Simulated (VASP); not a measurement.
# Ta in VASP: a series of runs

Ta is run at these levels: PBE; tasks: single point.

All numbers are computed with VASP 6.6.1; they aren't measurements. Logs are shortened: lines on timing, memory, paths and dates and some standing lists are left out, and cuts for length are marked.

### 1 The cell of the first run

The cell holds a slab with vacuum, 5 atoms: a = 2.875 Å, b = 2.875 Å, c = 20.183 Å, α = 90.00°, β = 90.00°, γ = 109.47°.

### 2 Single point, PBE

INCAR reads:

```
SYSTEM = Ta
ALGO = Normal
DIPOL = 0.5 0.5 0.500
EDIFF = 1E-6
ENCUT = 520
GGA = PE
IDIPOL = 3
ISIF = 2
ISMEAR = -1
LASPH = .True.
LCHARG = .False.
LDIPOL = .True.
LREAL = .False.
LWAVE = .False.
NBANDS = 36
NELM = 60
PREC = Accurate
SIGMA = 0.1
```

KPOINTS reads:

```
k-points
0
Gamma
  13 13 1
  0 0 0
```

POSCAR reads:

```
Ta
1.0
    2.8752873616      0.0000000000      0.0000000000
   -0.9584291205      2.7108469216      0.0000000000
    0.0000000000      0.0000000000     20.1827000000
Ta
5
Direct
    0.0000000000      0.0000000000      0.2725094450
    0.5000000000      0.5000000000      0.3837380284
    0.0000000000      0.0000000000      0.4999999998
    0.5000000000      0.5000000000      0.6162619628
    0.0000000000      0.0000000000      0.7274905550
```

Potentials or basis: VASP PAW PBE potentials, release 64 (Ta_pv).

Command:

```
cat potpaw_PBE.64/Ta_pv/POTCAR > POTCAR
mpirun -np 1 vasp_std > vasp.out
```

OUTCAR:

```text
SYSTEM = Ta
   EDIFF = 1E-6
   ENCUT = 520
   GGA = PE
   ISIF = 2
   ISMEAR = -1
   LASPH = .True.
   LREAL = .False.
   NELM = 60
   PREC = Accurate

 ion  position               nearest neighbor table
   1  0.000  0.000  0.273-   2 2.79   2 2.79   2 3.25   2 3.25
   2  0.500  0.500  0.384-   1 2.79   1 2.79   3 2.87   3 2.87   1 3.25   1 3.25   3 3.32   3 3.32

   3  0.000  0.000  0.500-   4 2.87   4 2.87   2 2.87   2 2.87   4 3.32   4 3.32   2 3.32   2 3.32

   4  0.500  0.500  0.616-   5 2.79   5 2.79   3 2.87   3 2.87   5 3.25   5 3.25   3 3.32   3 3.32

   5  0.000  0.000  0.727-   4 2.79   4 2.79   4 3.25   4 3.25

  LATTYP: Found a base centered orthorhombic cell.
 ALAT       =     3.3200958644
 B/A-ratio  =     1.4142135624
 C/A-ratio  =     6.0789509774

  Lattice vectors:

 A1 = (   2.8752873616,   0.0000000000,   0.0000000000)
 A2 = (  -0.9584291205,   2.7108469216,   0.0000000000)
 A3 = (   0.0000000000,   0.0000000000,  20.1827000000)

Analysis of symmetry for initial positions (statically):
=====================================================================
 Subroutine PRICEL returns:
 Original cell was already a primitive cell.

 Routine SETGRP: Setting up the symmetry group for a
 base centered orthorhombic supercell.

 Subroutine GETGRP returns: Found  8 space group operations
 (whereof  8 operations were pure point group operations)
 out of a pool of  8 trial point group operations.

The static configuration has the point symmetry D_2h.

Analysis of symmetry for dynamics (positions and initial velocities):
=====================================================================
 Subroutine PRICEL returns:
 Original cell was already a primitive cell.

 Routine SETGRP: Setting up the symmetry group for a
 base centered orthorhombic supercell.

 Subroutine GETGRP returns: Found  8 space group operations
 (whereof  8 operations were pure point group operations)
 out of a pool of  8 trial point group operations.

The dynamic configuration has the point symmetry D_2h.

 Subroutine INISYM returns: Found  8 space group operations
 (whereof  8 operations are pure point group operations),
 and found     1 'primitive' translations

----------------------------------------------------------------------------------------

                                     Primitive cell

  volume of cell :     157.3133

  direct lattice vectors                    reciprocal lattice vectors
[... 99 lines left out ...]
   ISIF   =      2    stress and relaxation
   ISYM   =      2    0-nonsym 1-usesym 2-fastsym
   POTIM  = 0.5000    time-step for ionic-motion
   TEBEG  =    0.0;   TEEND  =   0.0 temperature during run
   PSTRESS=    0.0 pullay stress
   NELECT =      55.0000    total number of electrons
   NUPDOWN=      -1.0000    fix difference up-down
   EMIN   =  10.00;   EMAX   =-10.00  energy-range for DOS
   EFERMI =   0.00;   METHOD = LEGACY
   ISMEAR =    -1;   SIGMA  =   0.10  broadening in eV -4-tet -1-fermi 0-gaus
   EFERMI_NEDOS =   21; number of points for ismear=-14 and -15
   IALGO  =     38    algorithm
   IMIX   =      4    mixing-type and parameters
     AMIX     =   0.40;   BMIX     =  1.00
     AMIX_MAG =   1.60;   BMIX_MAG =  1.00
  volume/ion in A,a.u.               =      31.46       212.32
  Fermi-wavevector in a.u.,A,eV,Ry     =   1.153295  2.179412 18.096977  1.330090
  Thomas-Fermi vector in A             =   2.289940
   LORBIT       =      0    0 simple, 1 ext, 2 COOP (PROOUT), +10 PAW based schemes
   GGA     = PE    functional components
   LHFCALC =     F    Hartree Fock is set to
   AEXX    =    0.0000 exact exchange contribution
   IVDW    =     0    specifies the selected vdW correction
   LEPSILON=     F    determine dielectric tensor
   LRPA    =     F    only Hartree local field effects (RPA)
 non-spin polarized calculation
  energy-cutoff  :      520.00
  volume of cell :      157.31
 maximum number of plane-waves:      4268
 NGX is ok and might be reduce to    24
   NGX = 11   NGY = 11   NGZ = 75

 number of electron      54.9999997 magnetization

 dipolmoment           0.000000      0.000000      0.000001 electrons x Angstroem

 Free energy of the ion-electron system (eV)
  ---------------------------------------------------
  ext. energy  EPLUGINS =         0.00000000
  ---------------------------------------------------
  free energy    TOTEN  =       -56.87905385 eV

  energy without entropy =      -56.65430868  energy(sigma->0) =      -56.76668126

 E-fermi :   1.3390     XC(G=0):  -8.2456

 val. band max:        1.3340922201   @ k =   0.3846   0.2308   0.0000
 cond. band min:       1.3426374518   @ k =  -0.4615   0.0769   0.0000
 fundamental gap:      0.0085452316
 Fermi energy:         1.3389966145

 k-point     1 :       0.0000    0.0000    0.0000
  band No.  band energies     occupation
      1     -33.0602      2.00000
      2     -33.0017      2.00000
      3     -32.5993      2.00000
      4     -32.3742      2.00000
      5     -32.3704      2.00000
      6     -32.1960      2.00000
[... 925 lines left out ...]
     35       5.1656      0.00000
     36       5.1973      0.00000

 [... further k-points ...]

------------------------ aborting loop because EDIFF is reached ----------------------------------------

 vacuum level on the upper side and lower side of the slab       (xc-potential included)        -0.614        -0.614

  FORCE on cell =-STRESS in cart. coord.  units (eV):
  Direction    XX          YY          ZZ          XY          YZ          ZX
  --------------------------------------------------------------------------------------
  -------------------------------------------------------------------------------------
  Total       -2.2921014     -2.2464348      0.0259615      0.0645823      0.0000000      0.0000000
  in kB      -23.3441944    -22.8790975      0.2644084      0.6577463      0.0000000      0.0000000
  external PRESSURE =     -15.3196279 kB  Pullay stress =       0.0000000 kB

 VOLUME and BASIS-vectors are now :
 -----------------------------------------------------------------------------
  energy-cutoff  :      520.00
  volume of cell :      157.31
      direct lattice vectors                 reciprocal lattice vectors
     2.875287362  0.000000000  0.000000000     0.347791325  0.122962802  0.000000000
    -0.958429120  2.710846922  0.000000000     0.000000000  0.368888406  0.000000000
     0.000000000  0.000000000 20.182700000     0.000000000  0.000000000  0.049547385

 POSITION                                       TOTAL-FORCE (eV/Angst)
 -----------------------------------------------------------------------------------
      0.00000      0.00000      5.49998        -0.000000      0.000000     -0.004421
      0.95843      1.35542      7.74487        -0.000000     -0.000000     -0.004181
      0.00000      0.00000     10.09135        -0.000000      0.000000      0.000000
      0.95843      1.35542     12.43783        -0.000000      0.000000      0.004181
      0.00000      0.00000     14.68272         0.000000      0.000000      0.004421
 -----------------------------------------------------------------------------------
    total drift:                                0.000000     -0.000000      0.000194

  FREE ENERGIE OF THE ION-ELECTRON SYSTEM (eV)
  ---------------------------------------------------
  free  energy   TOTEN  =       -56.8790538513 eV

  energy  without entropy=      -56.6543086754  energy(sigma->0) =      -56.76668126

 vacuum level on the upper side and lower side of the slab         5.479         5.479
```

stdout:

```text
POSCAR found type information on POSCAR Ta
 POSCAR found :  1 types and       5 ions
 scaLAPACK will be used
 LDA part: xc-table for (Slater+PW92), standard interpolation
 POSCAR, INCAR and KPOINTS ok, starting setup
 FFT: planning ... GRIDC
 FFT: planning ... GRID_SOFT
 FFT: planning ... GRID
 WAVECAR not read
 entering main loop
```

Wall time 12 min (1 thread of Intel Xeon 8259CL, shared host); peak memory 0.4 GiB.

Results:

```yaml
Free_energy: -56.8791 eV
Largest_force: 0.004 eV/Å
```

Forces in eV/Å, atoms in the order of the input:
```
Ta   0.000  0.000 -0.004
Ta   0.000  0.000 -0.004
Ta   0.000  0.000  0.000
Ta   0.000  0.000  0.004
Ta   0.000  0.000  0.004
```

Levels at points of the mesh, in eV from the Fermi level:
| k point | band 24 | band 25 | band 26 | band 27 | band 28 | band 29 | band 30 | band 31 |
| --- | --- | --- | --- | --- | --- | --- | --- | --- |
| (0.00, 0.00, 0.00) | -0.44 | -0.36 | 0.05 | 0.40 | 0.47 | 0.56 | 0.84 | 0.85 |

Caveat: spin-orbit coupling is left out, which moves the levels of the heavy elements.

### 3 Single point, PBE

This run uses another cell than the first one, of 39.58 Å³/atom, 1.258 times its volume.

INCAR: that of step 2 with these lines changed.

```diff
@@ -15,3 +15,3 @@
 NBANDS = 36
-NELM = 60
+NELM = 100
 PREC = Accurate
```

KPOINTS is that of step 2.

POSCAR reads:

```
Ta
1.0
    2.8752873616      0.0000000000      0.0000000000
   -0.9584291205      2.7108469216      0.0000000000
    0.0000000000      0.0000000000     25.3906000000
Ta
5
Direct
    0.0000000000      0.0000000000      0.3150762646
    0.5000000000      0.5000000000      0.4075381320
    0.0000000000      0.0000000000      0.5000000000
    0.5000000000      0.5000000000      0.5924618680
    0.0000000000      0.0000000000      0.6849237354
```

Potentials or basis: VASP PAW PBE potentials, release 64 (Ta_pv).

Command:

```
cat potpaw_PBE.64/Ta_pv/POTCAR > POTCAR
mpirun -np 1 vasp_std > vasp.out
```

It took 18 min on 1 thread of Intel Xeon 8259CL, shared host; peak memory 0.47 GiB.

Results (log left out):

- Free energy: -56.8239 eV
- Largest force: 0.504 eV/Å

Forces in eV/Å, atoms in the order of the input:
```
Ta   0.000  0.000  0.504
Ta   0.000  0.000 -0.432
Ta   0.000  0.000  0.000
Ta   0.000  0.000  0.432
Ta   0.000  0.000 -0.504
```

Levels at points of the mesh, in eV from the Fermi level:
```
           k point  band 23  band 24  band 25  band 26  band 27  band 28  band 29  band 30  band 31  band 32
(0.00, 0.00, 0.00)    -0.64    -0.37    -0.35    -0.06     0.25     0.40     0.49     0.62     1.01     1.15
```

Caveat: spin-orbit coupling is left out, which moves the levels of the heavy elements.
